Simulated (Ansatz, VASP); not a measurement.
# CO2 in VASP and in Ansatz

```
CELL_PARAMETERS angstrom
6.52039 0.00000 0.00000
0.00000 6.52039 0.00000
0.00000 0.00000 6.06527
ATOMIC_POSITIONS crystal
C 0.00000 0.00000 0.00000
C 0.50000 0.00000 0.50000
C 0.50000 0.50000 0.00000
C 0.00000 0.50000 0.50000
O 0.11148 0.11148 0.11148
O 0.38852 0.88852 0.61148
O 0.61148 0.38852 0.88852
O 0.88852 0.61148 0.38852
O 0.88852 0.88852 0.88852
O 0.61148 0.11148 0.38852
O 0.38852 0.61148 0.11148
O 0.11148 0.38852 0.61148
```

Alike in both runs: task single point; functional PBE; k mesh 4 × 4 × 4; occupations gaussian, width 0.05 eV; no spin polarisation.

```csv
,VASP,Ansatz
version,VASP 6.6.1,Ansatz 0.2.0
potentials or method,"VASP PAW PBE potentials, release 64 (C, O), cutoff 520 eV","scalar-relativistic, plane waves, PAW"
valence electrons in the cell,64,64
```

|  | VASP | Ansatz | Ansatz less VASP |
| --- | --- | --- | --- |
| gap on the k mesh at the Fermi level (eV) | 6.11 | 6.13 | +0.020 |
| least direct gap on the mesh (eV) | 6.11 | 6.13 | +0.020 |
| pressure (GPa) | -9.7 | -10.4 | -0.70 |
| traceless stress, the component that is largest in VASP (GPa) | 0.96 | 1.04 | +0.078 |
| rms of the force components (eV/Å) | 2.164 | 2.363 | +0.1996 |

Atom by atom the forces differ by 0.200 eV/Å (rms over components). With one functional, cell and mesh, what is left measures potentials, basis and numerics.

Noted on VASP's run: the standard files for N, O and F lose accuracy on very short bonds.
